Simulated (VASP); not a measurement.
Write the native input for VASP 6.6.1 that does the following.

```
Task                   : single point
Functional             : LDA
Potentials or basis    : VASP PAW LDA potentials, release 64 (Al, N)
Cutoff                 : 520 eV
k mesh                 : 9 × 9 × 6
Occupations            : gaussian, width 0.05 eV
Spin                   : no spin polarisation
Dipole correction      : no
Further INCAR settings : ALGO = Normal; EDIFF = 1e-06; NBANDS = 16
```

The structure of AlN lies in POSCAR:

```
AlN
1.0
    3.0887424016      0.0000000000      0.0000000000
   -1.5443712008      2.6749293856      0.0000000000
    0.0000000000      0.0000000000      4.9437688231
Al N
2 2
Direct
    0.3269032571      0.6538065141      0.0015212672
    0.6730967429      0.3461934859      0.5015212672
    0.3390710977      0.6781421955      0.3834787328
    0.6609289023      0.3218578045      0.8834787328
```

The input as run:

INCAR

```
SYSTEM = AlN
PREC = Accurate
ENCUT = 520
EDIFF = 1E-6
ISMEAR = 0
SIGMA = 0.05
LREAL = .FALSE.
LASPH = .TRUE.
NELM = 100
ALGO = Normal
ISIF = 2
LWAVE = .FALSE.
LCHARG = .TRUE.
LELF = .TRUE.
LVHAR = .TRUE.
NBANDS = 16
```

KPOINTS

```
regular mesh
0
G
  9 9 6
  0 0 0
```

Potentials or basis: VASP PAW LDA potentials, release 64 (Al, N).

Run with:

```console
$ cat potpaw_LDA.64/Al/POTCAR potpaw_LDA.64/N/POTCAR > POTCAR
$ mpirun -np 1 vasp_std > vasp.out
```

Results of the run:

```yaml
Pressure: 0.6 GPa
Largest_force: 0.191 eV/Å
Band_gap_on_the_k_mesh: 4.41 eV, direct
```

It took 40 s on 1 thread of Intel(R) Xeon(R) 6975P-C (Granite Rapids), on a shared host, peak memory 0.17 GiB.
